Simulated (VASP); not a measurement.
A run of VASP 6.6.1:

The input INCAR:

```
PREC = Accurate
ENCUT = 520
EDIFF = 1E-6
ISMEAR = -1
SIGMA = 0.1
LREAL = F
LASPH = T
NELM = 100
ALGO = Normal
ISIF = 2
LWAVE = F
LCHARG = F
GGA = RE
NBANDS = 20
```

File KPOINTS:

```
regular mesh
0
Gamma
  13 13 8
```

File POSCAR:

```
Ga
1.0
    2.9780730738      0.0000000000      0.0000000000
   -1.4890365369      2.5790869362      0.0000000000
    0.0000000000      0.0000000000      4.6994849065
Ga
2
Direct
    0.3333333333      0.6666666667      0.2500000000
    0.6666666667      0.3333333333      0.7500000000
```

Potentials or basis: VASP PAW PBE potentials, release 64 (Ga_d).

Command:

```bash
$ cat potpaw_PBE.64/Ga_d/POTCAR > POTCAR
$ mpirun -np 1 vasp_std > vasp.out
```

Hardware: 1 thread of Intel(R) Xeon(R) Platinum 8488C (Sapphire Rapids), with other jobs on the host.

Q: Estimate the wall time of this run.

A: Wall time 40 s on 1 thread of Intel(R) Xeon(R) Platinum 8488C (Sapphire Rapids), on a shared host, peak memory 0.19 GiB. Counts: scf iterations 11, k points 105.
